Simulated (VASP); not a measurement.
# Li2Pd (P-1) in VASP: single point with LDA

Aim: the single point of Li2Pd with LDA.

Everything below comes from runs of VASP 6.6.1. Logs are shortened: lines on timing, memory, paths and dates and some standing lists are left out, and cuts for length are marked.

## (1) The cell of the first run

The typed cell holds 3 atoms: a = 4.227 Å, b = 4.190 Å, c = 2.732 Å, α = 89.57°, β = 88.85°, γ = 119.13°.

## (2) Single point, LDA (equal xy, yz and zx shear strains of +2 %)

Input file INCAR:

```
SYSTEM = Li2Pd
ALGO = Normal ; EDIFF = 1E-6
ENCUT = 520 ; GGA = CA
ISIF = 2 ; ISMEAR = -1
LASPH = .True. ; LCHARG = .False.
LREAL = .False. ; LWAVE = .False.
NBANDS = 15 ; NELM = 80
PREC = Accurate ; SIGMA = 0.08
```

Input file KPOINTS:

```
k-points
0
Gamma
  11 11 15
  0 0 0
```

Input file POSCAR:

```
Li2Pd
1.0
    4.2267001844      0.0422670018      0.0422670018
   -2.0767457949      3.6392962330      0.0154707964
    0.0273190000      0.0273190000      2.7319000000
Li Pd
2 1
Direct
    0.3333333333      0.6666666667      0.5000000000
    0.6666666667      0.3333333333      0.5000000000
    0.0000000000      0.0000000000      0.0000000000
```

Potentials or basis: VASP PAW LDA potentials, release 64 (Li_sv, Pd).

Command:

```bash
$ cat potpaw_LDA.64/Li_sv/POTCAR potpaw_LDA.64/Pd/POTCAR > POTCAR
$ mpirun -np 1 vasp_std > vasp.out
```

OUTCAR:

```text
SYSTEM = Li2Pd
   EDIFF = 1E-6
   ENCUT = 520
   GGA = CA
   ISIF = 2
   ISMEAR = -1
   LASPH = .True.
   LREAL = .False.
   NELM = 80
   PREC = Accurate

 ion  position               nearest neighbor table
   1  0.333  0.667  0.500-   2 2.42   2 2.44   2 2.46   3 2.77   3 2.77   3 2.78   3 2.79   3 2.82
                             3 2.85
   2  0.667  0.333  0.500-   1 2.42   1 2.44   1 2.46   3 2.77   3 2.77   3 2.78   3 2.79   3 2.82
                             3 2.85
   3  0.000  0.000  0.000-   2 2.77   1 2.77   1 2.77   2 2.77   2 2.78   1 2.78   1 2.79   2 2.79
                             2 2.82   1 2.82   2 2.85   1 2.85

  LATTYP: Found a triclinic cell.
 ALAT       =     4.2637478094
 B/A-ratio  =     0.9827452114
 C/A-ratio  =     0.6407914582
 COS(alpha) =     0.0074204947
 COS(beta)  =     0.0272158148
 COS(gamma) =     0.5000757388

  Lattice vectors:

 A1 = (   2.1499543895,   3.6815632348,   0.0577377982)
 A2 = (  -2.0767457949,   3.6392962330,   0.0154707964)
 A3 = (   0.0273190000,   0.0273190000,   2.7319000000)

Analysis of symmetry for initial positions (statically):
=====================================================================
 Subroutine PRICEL returns:
 Original cell was already a primitive cell.

 Routine SETGRP: Setting up the symmetry group for a
 triclinic supercell.

 Subroutine GETGRP returns: Found  2 space group operations
 (whereof  2 operations were pure point group operations)
 out of a pool of  2 trial point group operations.

The static configuration has the point symmetry S_2 .

Analysis of symmetry for dynamics (positions and initial velocities):
=====================================================================
 Subroutine PRICEL returns:
 Original cell was already a primitive cell.

 Routine SETGRP: Setting up the symmetry group for a
 triclinic supercell.

 Subroutine GETGRP returns: Found  2 space group operations
 (whereof  2 operations were pure point group operations)
 out of a pool of  2 trial point group operations.

The dynamic configuration has the point symmetry S_2 .

 Subroutine INISYM returns: Found  2 space group operations
 (whereof  2 operations are pure point group operations),
 and found     1 'primitive' translations

----------------------------------------------------------------------------------------

                                     Primitive cell

  volume of cell :      42.2541

  direct lattice vectors                    reciprocal lattice vectors
     4.226700184  0.042267002  0.042267002     0.235285339  0.134280087 -0.003695654
    -2.076745795  3.639296233  0.015470796    -0.002705407  0.273246075 -0.002705407
     0.027319000  0.027319000  2.731900000    -0.003624932 -0.003624932  0.366118108

  length of vectors
     4.227122833  4.190177742  2.732173176     0.270931708  0.273272860  0.366153997

  position of ions in fractional coordinates (direct lattice)
     0.333333333  0.666666667  0.500000000
     0.666666667  0.333333333  0.500000000
     0.000000000  0.000000000  0.000000000

  ion indices of the primitive-cell ions
   primitive index   ion index
                 1           1
                 2           2
                 3           3

----------------------------------------------------------------------------------------

 KPOINTS: k-points

Automatic generation of k-mesh.
 Grid dimensions read from file:
 generate k-points for:   11   11   15

 Generating k-lattice:

  Cartesian coordinates                     Fractional coordinates (reciprocal lattice)
     0.021389576  0.012207281 -0.000335969     0.090909091 -0.000000000  0.000000000
    -0.000245946  0.024840552 -0.000245946    -0.000000000  0.090909091  0.000000000
    -0.000241662 -0.000241662  0.024407874     0.000000000 -0.000000000  0.066666667

  Length of vectors
     0.024630155  0.024842987  0.024410266

  Shift w.r.t. Gamma in fractional coordinates (k-lattice)
     0.000000000  0.000000000  0.000000000

 Subroutine IBZKPT returns following result:
 ===========================================

 Found    908 irreducible k-points:

 Following reciprocal coordinates:
            Coordinates               Weight
  0.000000  0.000000  0.000000      1.000000
  0.090909  0.000000  0.000000      2.000000
  0.181818  0.000000  0.000000      2.000000
  0.272727 -0.000000  0.000000      2.000000
  0.363636  0.000000  0.000000      2.000000
  0.454545  0.000000  0.000000      2.000000
[... 16 lines left out ...]
  0.454545  0.181818  0.000000      2.000000
 -0.454545  0.181818  0.000000      2.000000
 [... further k-points ...]
   k-points           NKPTS =    908   k-points in BZ     NKDIM =    908   number of bands    NBANDS=     15
   number of dos      NEDOS =    301   number of ions     NIONS =      3
   total plane-waves  NPLWV =  20480
   dimension x,y,z NGX =    32 NGY =   32 NGZ =   20
   dimension x,y,z NGXF=    64 NGYF=   64 NGZF=   40
   ions per type =               2   1
   NGX,Y,Z   is equivalent  to a cutoff of  12.59, 12.70, 12.17 a.u.
   NGXF,Y,Z  is equivalent  to a cutoff of  25.17, 25.39, 24.34 a.u.
 SYSTEM =  Li2Pd
   PREC   = accura    normal or accurate (medium, high low for compatibility)
   ISTART =      0    job   : 0-new  1-cont  2-samecut
   ICHARG =      2    charge: 1-file 2-atom 10-const
   ISPIN  =      1    spin polarized calculation?
   LNONCOLLINEAR =      F non collinear calculations
   LSORBIT =      F    spin-orbit coupling
   LASPH  =      T    aspherical Exc in radial PAW
   ENCUT  =  520.0 eV  38.22 Ry    6.18 a.u.   7.86  7.79  5.08*2*pi/ulx,y,z
   NELM   =     80;   NELMIN=  2; NELMDL= -5     # of ELM steps
   EDIFF  = 0.1E-05   stopping-criterion for ELM
   LREAL  =      F    real-space projection
[... 7 lines left out ...]
   TEBEG  =    0.0;   TEEND  =   0.0 temperature during run
   PSTRESS=    0.0 pullay stress
   NELECT =      16.0000    total number of electrons
   NUPDOWN=      -1.0000    fix difference up-down
   EMIN   =  10.00;   EMAX   =-10.00  energy-range for DOS
   EFERMI =   0.00;   METHOD = LEGACY
   ISMEAR =    -1;   SIGMA  =   0.08  broadening in eV -4-tet -1-fermi 0-gaus
   EFERMI_NEDOS =   21; number of points for ismear=-14 and -15
   IALGO  =     38    algorithm
   IMIX   =      4    mixing-type and parameters
     AMIX     =   0.40;   BMIX     =  1.00
     AMIX_MAG =   1.60;   BMIX_MAG =  1.00
  volume/ion in A,a.u.               =      14.08        95.05
  Fermi-wavevector in a.u.,A,eV,Ry     =   1.184382  2.238158 19.085724  1.402761
  Thomas-Fermi vector in A             =   2.320598
   LORBIT       =      0    0 simple, 1 ext, 2 COOP (PROOUT), +10 PAW based schemes
   GGA     = CA    functional components
   LHFCALC =     F    Hartree Fock is set to
   AEXX    =    0.0000 exact exchange contribution
   IVDW    =     0    specifies the selected vdW correction
   LEPSILON=     F    determine dielectric tensor
   LRPA    =     F    only Hartree local field effects (RPA)
 non-spin polarized calculation
  energy-cutoff  :      520.00
  volume of cell :       42.25
 maximum number of plane-waves:      1156
   NGX = 15   NGY = 15   NGZ = 11

 number of electron      16.0000002 magnetization

 Free energy of the ion-electron system (eV)
  ---------------------------------------------------
  ext. energy  EPLUGINS =         0.00000000
  ---------------------------------------------------
  free energy    TOTEN  =       -11.64580607 eV

  energy without entropy =      -11.63116323  energy(sigma->0) =      -11.63848465

 E-fermi :   4.3534     XC(G=0): -10.0922

 val. band max:        4.3523818447   @ k =   0.3636   0.3636   0.0667
 cond. band min:       4.3570049943   @ k =  -0.3636  -0.3636   0.0667
 fundamental gap:      0.0046231497
 Fermi energy:         4.3534412936

 k-point     1 :       0.0000    0.0000    0.0000
  band No.  band energies     occupation
      1     -40.5256      2.00000
      2     -40.4197      2.00000
      3      -0.7440      2.00000
      4       0.7630      2.00000
      5       1.4360      2.00000
      6       1.4804      2.00000
      7       3.2857      2.00000
      8       3.2865      2.00000
      9       8.4188      0.00000
     10       8.6001      0.00000
     11       9.8501      0.00000
     12       9.8938      0.00000
     13      13.4398      0.00000
     14      14.6731      0.00000
     15      15.4802      0.00000

 k-point     2 :       0.0909    0.0000    0.0000
  band No.  band energies     occupation
      1     -40.5237      2.00000
      2     -40.4215      2.00000
      3      -0.6856      2.00000
      4       0.7797      2.00000
      5       1.4369      2.00000
      6       1.5223      2.00000
      7       3.2791      2.00000
      8       3.2849      2.00000
      9       7.6245      0.00000
     10       7.9801      0.00000
     11      10.4589      0.00000
     12      10.6202      0.00000
     13      13.6045      0.00000
     14      14.9566      0.00000
     15      15.5951      0.00000

 k-point     3 :       0.1818    0.0000    0.0000
  band No.  band energies     occupation
      1     -40.5184      2.00000
      2     -40.4267      2.00000
      3      -0.5248      2.00000
      4       0.8350      2.00000
      5       1.4458      2.00000
      6       1.6468      2.00000
      7       3.2604      2.00000
      8       3.2815      2.00000
      9       6.3735      0.00000
     10       7.0927      0.00000
     11      11.0913      0.00000
     12      11.8572      0.00000
     13      14.1078      0.00000
     14      15.8152      0.00000
     15      15.9355      0.00000
[... 343 lines left out ...]
 k-point    23 :       0.4545    0.1818    0.0000
  band No.  band energies     occupation
      1     -40.4879      2.00000
      2     -40.4568      2.00000
      3       0.0579      2.00000
      4       1.2812      2.00000
      5       1.8379      2.00000
      6       2.4005      2.00000
      7       3.2039      2.00000
      8       3.2251      2.00000
      9       3.2598      2.00000
     10       4.7932      0.00817
     11      12.3534      0.00000
     12      14.7274      0.00000
     13      16.4075      0.00000
     14      18.1991      0.00000
     15      18.5235      0.00000

 k-point    24 :      -0.4545    0.1818    0.0000
  band No.  band energies     occupation
      1     -40.4955      2.00000
      2     -40.4493      2.00000
      3      -0.0272      2.00000
      4       1.2118      2.00000
      5       1.5536      2.00000
      6       2.2562      2.00000
      7       3.2161      2.00000
      8       3.2589      2.00000
      9       3.8617      1.99573
     10       5.1538      0.00009
     11      12.2695      0.00000
     12      13.6603      0.00000
     13      17.1417      0.00000
     14      17.4558      0.00000
     15      17.8448      0.00000

 [... further k-points ...]

------------------------ aborting loop because EDIFF is reached ----------------------------------------

  FORCE on cell =-STRESS in cart. coord.  units (eV):
  Direction    XX          YY          ZZ          XY          YZ          ZX
  --------------------------------------------------------------------------------------
  -------------------------------------------------------------------------------------
  Total       -1.0157177     -1.0223366     -1.8378457     -0.1386436     -0.0658169     -0.0659572
  in kB      -38.5136543    -38.7646266    -69.6868367     -5.2570413     -2.4956220     -2.5009424
  external PRESSURE =     -48.9883725 kB  Pullay stress =       0.0000000 kB

 VOLUME and BASIS-vectors are now :
 -----------------------------------------------------------------------------
  energy-cutoff  :      520.00
  volume of cell :       42.25
      direct lattice vectors                 reciprocal lattice vectors
     4.226700184  0.042267002  0.042267002     0.235285339  0.134280087 -0.003695654
    -2.076745795  3.639296233  0.015470796    -0.002705407  0.273246075 -0.002705407
     0.027319000  0.027319000  2.731900000    -0.003624932 -0.003624932  0.366118108

 POSITION                                       TOTAL-FORCE (eV/Angst)
 -----------------------------------------------------------------------------------
      0.03806      2.45395      1.39035        -0.049780      0.000020     -0.001940
      2.13921      1.25494      1.39928         0.049780     -0.000020      0.001940
      0.00000      0.00000      0.00000        -0.000000      0.000000      0.000000
 -----------------------------------------------------------------------------------
    total drift:                                0.000000     -0.000000     -0.000000

  FREE ENERGIE OF THE ION-ELECTRON SYSTEM (eV)
  ---------------------------------------------------
  free  energy   TOTEN  =       -11.6458060657 eV

  energy  without entropy=      -11.6311632293  energy(sigma->0) =      -11.63848465
```

Wall time 2.1 min (1 thread of Intel Xeon 6975P-C (Granite Rapids), shared host); peak memory 0.59 GiB.

Results:

| Quantity | Value |
| --- | --- |
| Free energy | -11.6458 eV |
| Largest force | 0.050 eV/Å |
| Band gap on the k mesh | zero (bands 8 and 9 overlap by 2.31 eV) |

Forces in eV/Å, atoms in the order of the input:
```
Li  -0.050  0.000 -0.002
Li   0.050  0.000  0.002
Pd   0.000  0.000  0.000
```

Levels at points of the mesh, in eV from the Fermi level:
```csv
k point,band 5,band 6,band 7,band 8,band 9,band 10,band 11,band 12
"(0.00, 0.00, 0.00)",-2.92,-2.87,-1.07,-1.07,4.07,4.25,5.50,5.54
```

Caveat: the cell differs from its parent crystal (equal xy, yz and zx shear strains of +2 %); the cutoff is under 1.25 times the usual one of these potentials, so pressure, stress and relaxed cells hold a basis-set (Pulay) error.
